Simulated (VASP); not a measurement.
A run of VASP 6.6.1 is set up as follows.

The input INCAR:

```
SYSTEM = MgO
  PREC = Accurate
  ENCUT = 600
  EDIFF = 1E-6
  ISMEAR = 0
  SIGMA = 0.15
  LREAL = .False.
  LASPH = .True.
  NELM = 120
  ALGO = Normal
  ISIF = 2
  LWAVE = .False.
  LCHARG = .False.
  GGA = PE
  NBANDS = 11
  GGA_COMPAT = .False.
```

KPOINTS

```
Automatic mesh
0
Gamma
  8 8 8
  0 0 0
```

File POSCAR:

```
MgO
1.0
    0.0000000000      2.1652500000      2.1652500000
    2.1652500000      0.0000000000      2.1652500000
    2.1652500000      2.1652500000      0.0000000000
Mg O
1 1
Direct
    0.0000000000      0.0000000000      0.0000000000
    0.5000000000      0.5000000000      0.5000000000
```

Potentials or basis: VASP PAW PBE potentials, release 64 (Mg, O).

The run is started by

```sh
$ cat potpaw_PBE.64/Mg/POTCAR potpaw_PBE.64/O/POTCAR > POTCAR
$ mpirun -np 1 vasp_std > vasp.out
```

(1) Predict the band gap on the k mesh.

(2) Predict the pressure.

Results:

(1) 3.96 eV, direct.

(2) -8.2 GPa.
